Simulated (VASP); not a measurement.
# La2O3 (P-3m1) in VASP: density of states with PBEsol+U

Aim: the density of states of La2O3 with PBEsol+U.

All numbers are computed with VASP 6.6.1; they aren't measurements. Logs are shortened: lines on timing, memory, paths and dates and some standing lists are left out, and cuts for length are marked.

**1. The cell of the first run**

Symmetry: P-3m1, No. 164, trigonal system. The conventional cell has a = 3.931 Å, b = 3.931 Å, c = 6.112 Å, α = 90.00°, β = 90.00°, γ = 120.00°. Within 3.1 Å of La (site symmetry 3m) lie 7 O at 2.36 to 2.72 Å. O (site symmetry -3m) has 6 La at 2.72 Å and 6 O at 3.14 Å within 3.6 Å. O (site symmetry 3m) has 4 La at 2.36 to 2.44 Å and 3 O at 2.89 Å within 3.1 Å.

**2. Density of states, PBEsol+U**

POSCAR reads:

```
La2O3
1.0
    3.9307778780      0.0000000000      0.0000000000
   -1.9653889390      3.4041534990      0.0000000000
    0.0000000000      0.0000000000      6.1119535200
La O
2 3
Direct
    0.3333333333      0.6666666667      0.2462356800
    0.6666666667      0.3333333333      0.7537643200
    0.0000000000      0.0000000000      0.0000000000
    0.3333333333      0.6666666667      0.6458906500
    0.6666666667      0.3333333333      0.3541093500
```

INCAR.step1 reads:

```
PREC     = Accurate       # precision mode
ENCUT    = 520            # plane-wave cutoff, eV
EDIFF    = 1E-6           # SCF threshold, eV
ISMEAR   = -1             # smearing method
SIGMA    = 0.05           # smearing width, eV
LREAL    = F              # projectors in reciprocal space
LASPH    = T              # aspherical terms in the spheres
NELM     = 150            # most SCF steps
ALGO     = Normal         # electronic algorithm
ISIF     = 2              # what is computed and relaxed
LWAVE    = F              # write WAVECAR
LCHARG   = T              # write CHGCAR
LMAXMIX  = 6              # l up to which the mixer works
LDAU     = T              # DFT+U
LDAUTYPE = 2            
LDAUL    = 3 -1           # shell
LDAUU    = 8 0            # U, eV
LDAUJ    = 0 0          
LDAUPRINT= 1            
GGA      = PS             # functional
NBANDS   = 28             # bands
```

KPOINTS.step1 reads:

```
Automatic mesh
0
Gamma
  8 8 5
```

INCAR.step2 reads:

```
PREC     = Accurate       # precision mode
ENCUT    = 520            # plane-wave cutoff, eV
EDIFF    = 1E-6           # SCF threshold, eV
ISMEAR   = -5             # smearing method
SIGMA    = 0.05           # smearing width, eV
LREAL    = F              # projectors in reciprocal space
LASPH    = T              # aspherical terms in the spheres
NELM     = 150            # most SCF steps
ALGO     = Normal         # electronic algorithm
ISIF     = 2              # what is computed and relaxed
LWAVE    = F              # write WAVECAR
LCHARG   = F              # write CHGCAR
LMAXMIX  = 6              # l up to which the mixer works
LDAU     = T              # DFT+U
LDAUTYPE = 2            
LDAUL    = 3 -1           # shell
LDAUU    = 8 0            # U, eV
LDAUJ    = 0 0          
LDAUPRINT= 1            
GGA      = PS             # functional
LORBIT   = 10             # projections on sites
NBANDS   = 28             # bands
NEDOS    = 1001           # points of the DOS
ICHARG   = 11             # starting density
```

KPOINTS.step2 reads:

```
Automatic mesh
0
Gamma
  12 12 8
```

Potentials or basis: VASP PAW PBE potentials, release 64 (La, O).

Launch:

```sh
$ cat potpaw_PBE.64/La/POTCAR potpaw_PBE.64/O/POTCAR > POTCAR
$ cp INCAR.step1 INCAR
$ cp KPOINTS.step1 KPOINTS
$ mpirun -np 1 vasp_std > vasp.out
$ cp INCAR.step2 INCAR
$ cp KPOINTS.step2 KPOINTS
$ mpirun -np 1 vasp_std > vasp.out
```

OUTCAR:

```text
PREC = Accurate
   ENCUT = 520
   EDIFF = 1E-6
   ISMEAR = -5
   LREAL = F
   LASPH = T
   NELM = 150
   ISIF = 2
   GGA = PS
   LORBIT = 10
   ICHARG = 11

 ion  position               nearest neighbor table
   1  0.333  0.667  0.246-   5 2.36   5 2.36   5 2.36   4 2.44   3 2.72   3 2.72   3 2.72
   2  0.667  0.333  0.754-   4 2.36   4 2.36   4 2.36   5 2.44   3 2.72   3 2.72   3 2.72
   3  0.000  0.000  0.000-   1 2.72   2 2.72   2 2.72   1 2.72   2 2.72   1 2.72
   4  0.333  0.667  0.646-   2 2.36   2 2.36   2 2.36   1 2.44
   5  0.667  0.333  0.354-   1 2.36   1 2.36   1 2.36   2 2.44

  LATTYP: Found a hexagonal cell.
 ALAT       =     3.9307778780
 C/A-ratio  =     1.5548966921

  Lattice vectors:

 A1 = (   3.9307778780,   0.0000000000,   0.0000000000)
 A2 = (  -1.9653889390,   3.4041534990,   0.0000000000)
 A3 = (   0.0000000000,   0.0000000000,   6.1119535200)

Analysis of symmetry for initial positions (statically):
=====================================================================
 Subroutine PRICEL returns:
 Original cell was already a primitive cell.

 Routine SETGRP: Setting up the symmetry group for a
 hexagonal supercell.

 Subroutine GETGRP returns: Found 12 space group operations
 (whereof 12 operations were pure point group operations)
 out of a pool of 24 trial point group operations.

The static configuration has the point symmetry D_3d.

Analysis of symmetry for dynamics (positions and initial velocities):
=====================================================================
 Subroutine PRICEL returns:
 Original cell was already a primitive cell.

 Routine SETGRP: Setting up the symmetry group for a
 hexagonal supercell.

 Subroutine GETGRP returns: Found 12 space group operations
 (whereof 12 operations were pure point group operations)
 out of a pool of 24 trial point group operations.

The dynamic configuration has the point symmetry D_3d.

 Subroutine INISYM returns: Found 12 space group operations
 (whereof 12 operations are pure point group operations),
[... 221 lines left out ...]
  o =  0.0083  v =  0.0000  0.0000  0.0000  0.0000  0.0000  0.0000  0.0000  0.0000  0.9985  0.0004 -0.0000 -0.0535 -0.0083 -0.0000      0.0000  0.0000  0.0000  0.0000  0.0000  0.0000  0.0000  0.0000  0.0000  0.0000  0.0000  0.0000  0.0000  0.0000
  o =  0.0083  v =  0.0000  0.9985  0.0004 -0.0000 -0.0535 -0.0083 -0.0000  0.0000  0.0000  0.0000  0.0000  0.0000  0.0000  0.0000      0.0000  0.0000  0.0000  0.0000  0.0000  0.0000  0.0000  0.0000  0.0000  0.0000  0.0000  0.0000  0.0000  0.0000
  o =  0.0083  v =  0.0000 -0.0083  0.0535 -0.0000  0.0004 -0.9985  0.0000  0.0000  0.0000  0.0000  0.0000  0.0000  0.0000  0.0000      0.0000  0.0000  0.0000  0.0000  0.0000  0.0000  0.0000  0.0000  0.0000  0.0000  0.0000  0.0000  0.0000  0.0000
  o =  0.0083  v =  0.0000  0.0000  0.0000  0.0000  0.0000  0.0000  0.0000  0.0000 -0.0083  0.0535 -0.0000  0.0004 -0.9985  0.0000      0.0000  0.0000  0.0000  0.0000  0.0000  0.0000  0.0000  0.0000  0.0000  0.0000  0.0000  0.0000  0.0000  0.0000
  o =  0.0210  v = -0.7615 -0.0000 -0.0000 -0.6481  0.0000 -0.0000  0.0000  0.0000  0.0000  0.0000  0.0000  0.0000  0.0000  0.0000      0.0000  0.0000  0.0000  0.0000  0.0000  0.0000  0.0000  0.0000  0.0000  0.0000  0.0000  0.0000  0.0000  0.0000
  o =  0.0210  v =  0.0000  0.0000  0.0000  0.0000  0.0000  0.0000  0.0000 -0.7615 -0.0000 -0.0000 -0.6481  0.0000 -0.0000  0.0000      0.0000  0.0000  0.0000  0.0000  0.0000  0.0000  0.0000  0.0000  0.0000  0.0000  0.0000  0.0000  0.0000  0.0000

 number of electron      39.9999992 magnetization

 Free energy of the ion-electron system (eV)
  ---------------------------------------------------
  ext. energy  EPLUGINS =         0.00000000
  ---------------------------------------------------
  free energy    TOTEN  =       -42.27051552 eV

  energy without entropy =      -42.27051552  energy(sigma->0) =      -42.27051552

 E-fermi :   6.0404     XC(G=0): -10.7358

 val. band max:        6.0217599009   @ k =   0.2500   0.2500   0.5000
 cond. band min:       9.7292356799   @ k =   0.3333   0.3333   0.0000
 fundamental gap:      3.7074757790
 Fermi energy:         6.0403673028

 k-point     1 :       0.0000    0.0000    0.0000
  band No.  band energies     occupation
      1     -24.1929      2.00000
      2     -23.9532      2.00000
      3     -11.0118      2.00000
      4      -9.5859      2.00000
      5      -9.1975      2.00000
      6      -7.6083      2.00000
[... 733 lines left out ...]
     27      13.5968      0.00000
     28      14.3202      0.00000

 [... further k-points ...]

------------------------ aborting loop because EDIFF is reached ----------------------------------------

  FORCE on cell =-STRESS in cart. coord.  units (eV):
  Direction    XX          YY          ZZ          XY          YZ          ZX
  --------------------------------------------------------------------------------------
  -------------------------------------------------------------------------------------
  Total        1.5437612      1.5437612      1.0017036      0.0000000      0.0000000      0.0000000
  in kB       30.2428705     30.2428705     19.6237565      0.0000000      0.0000000      0.0000000
  external PRESSURE =      26.7031658 kB  Pullay stress =       0.0000000 kB

 VOLUME and BASIS-vectors are now :
 -----------------------------------------------------------------------------
  energy-cutoff  :      520.00
  volume of cell :       81.78
      direct lattice vectors                 reciprocal lattice vectors
     3.930777878  0.000000000  0.000000000     0.254402571  0.146879393  0.000000000
    -1.965388939  3.404153499  0.000000000     0.000000000  0.293758786  0.000000000
     0.000000000  0.000000000  6.111953520     0.000000000  0.000000000  0.163613810

 POSITION                                       TOTAL-FORCE (eV/Angst)
 -----------------------------------------------------------------------------------
     -0.00000      2.26944      1.50498        -0.000000      0.000000     -0.173997
      1.96539      1.13472      4.60697         0.000000     -0.000000      0.173997
      0.00000      0.00000      0.00000        -0.000000      0.000000      0.000000
     -0.00000      2.26944      3.94765         0.000000      0.000000     -0.064749
      1.96539      1.13472      2.16430        -0.000000      0.000000      0.064749
 -----------------------------------------------------------------------------------
    total drift:                               -0.000000      0.000000     -0.000000

  FREE ENERGIE OF THE ION-ELECTRON SYSTEM (eV)
  ---------------------------------------------------
  free  energy   TOTEN  =       -42.2705155161 eV

  energy  without entropy=      -42.2705155161  energy(sigma->0) =      -42.27051552

 total charge

# of ion       s       p       d       f       tot
--------------------------------------------------
    1        2.038   5.687   0.690   0.124   8.540
    2        2.038   5.687   0.690   0.124   8.540
    3        1.551   3.369   0.000   0.000   4.920
    4        1.565   3.459   0.000   0.000   5.024
    5        1.565   3.459   0.000   0.000   5.024
--------------------------------------------------
tot          8.758  21.662   1.380   0.248  32.048
```

OUTCAR.step1:

```text
PREC = Accurate
   ENCUT = 520
   EDIFF = 1E-6
   ISMEAR = -1
   LREAL = F
   LASPH = T
[... 1062 lines left out ...]
      1.96539      1.13472      4.60697        -0.000000      0.000000      0.174890
      0.00000      0.00000      0.00000        -0.000000      0.000000      0.000000
     -0.00000      2.26944      3.94765        -0.000000     -0.000000     -0.064734
      1.96539      1.13472      2.16430         0.000000      0.000000      0.064734
 -----------------------------------------------------------------------------------
    total drift:                               -0.000000      0.000000      0.000000

  FREE ENERGIE OF THE ION-ELECTRON SYSTEM (eV)
  ---------------------------------------------------
  free  energy   TOTEN  =       -42.2705326309 eV

  energy  without entropy=      -42.2705326309  energy(sigma->0) =      -42.27053263
```

OSZICAR.step1:

```text
N       E                     dE             d eps       ncg     rms          rms(c)
DAV:   1     0.528305669639E+03    0.52831E+03   -0.15110E+04  2376   0.208E+03
DAV:   2     0.981477716381E+02   -0.43016E+03   -0.41660E+03  3088   0.403E+02
DAV:   3    -0.286392028076E+02   -0.12679E+03   -0.12340E+03  3736   0.204E+02
DAV:   4    -0.471116485865E+02   -0.18472E+02   -0.18397E+02  4272   0.812E+01
DAV:   5    -0.478913384198E+02   -0.77969E+00   -0.77761E+00  4136   0.188E+01    0.143E+01
DAV:   6    -0.423512240788E+02    0.55401E+01   -0.36801E+01  3452   0.341E+01    0.733E+00
DAV:   7    -0.423261572133E+02    0.25067E-01   -0.38375E+00  4368   0.188E+01    0.338E+00
DAV:   8    -0.422781573797E+02    0.48000E-01   -0.43824E-01  3856   0.488E+00    0.113E+00
DAV:   9    -0.422681629887E+02    0.99944E-02   -0.69596E-02  4408   0.218E+00    0.311E-01
DAV:  10    -0.422696800462E+02   -0.15171E-02   -0.12009E-02  3664   0.693E-01    0.157E-01
DAV:  11    -0.422705277655E+02   -0.84772E-03   -0.30737E-03  4144   0.455E-01    0.101E-01
DAV:  12    -0.422705225719E+02    0.51937E-05   -0.79342E-04  3784   0.204E-01    0.435E-02
DAV:  13    -0.422705307429E+02   -0.81711E-05   -0.46263E-04  3680   0.135E-01    0.196E-02
DAV:  14    -0.422705318430E+02   -0.11001E-05   -0.56152E-05  4048   0.609E-02    0.596E-03
DAV:  15    -0.422705333352E+02   -0.14922E-05   -0.58592E-06  3848   0.182E-02    0.646E-03
DAV:  16    -0.422705326309E+02    0.70432E-06   -0.18755E-06  2080   0.136E-02
   1 F= -.42270533E+02 E0= -.42270533E+02  d E =-.657907E-10
```

Run time: 5 min. Hardware: 1 thread of Intel Xeon Platinum 8375C at 2.90GHz (Ice Lake), shared host; peak memory 0.41 GiB.

Results:

```yaml
Valence_electrons_inside_the_program's_atomic_spheres: La 8.54; O 4.92, 5.02
```

Levels at points of the mesh, in eV from the valence-band top:
```csv
k point,band 18,band 19,band 20,band 21,band 22,band 23
"(0.00, 0.00, 0.00)",-0.31,-0.31,-0.04,4.57,4.62,4.62
"(0.50, 0.00, 0.00)",-0.63,-0.41,-0.24,3.92,5.55,5.82
"(0.00, 0.00, 0.50)",-0.74,-0.20,-0.20,5.16,5.16,5.62
"(0.50, 0.00, 0.50)",-0.73,-0.34,-0.01,4.91,4.98,6.61
```

Eigenvalues of the final occupation matrices:
```csv
site,spin,trace,eigenvalues
site 1 f,1,0.06,0.01 0.01 0.01 0.01 0.01 0.01 0.02
site 1 f,2,0.06,0.01 0.01 0.01 0.01 0.01 0.01 0.02
site 2 f,1,0.06,0.01 0.01 0.01 0.01 0.01 0.01 0.02
site 2 f,2,0.06,0.01 0.01 0.01 0.01 0.01 0.01 0.02
```

Caveat: the PAW data sets were made with another functional, which shifts forces and pressure a little; spin-orbit coupling is left out, which moves the levels of the heavy elements.
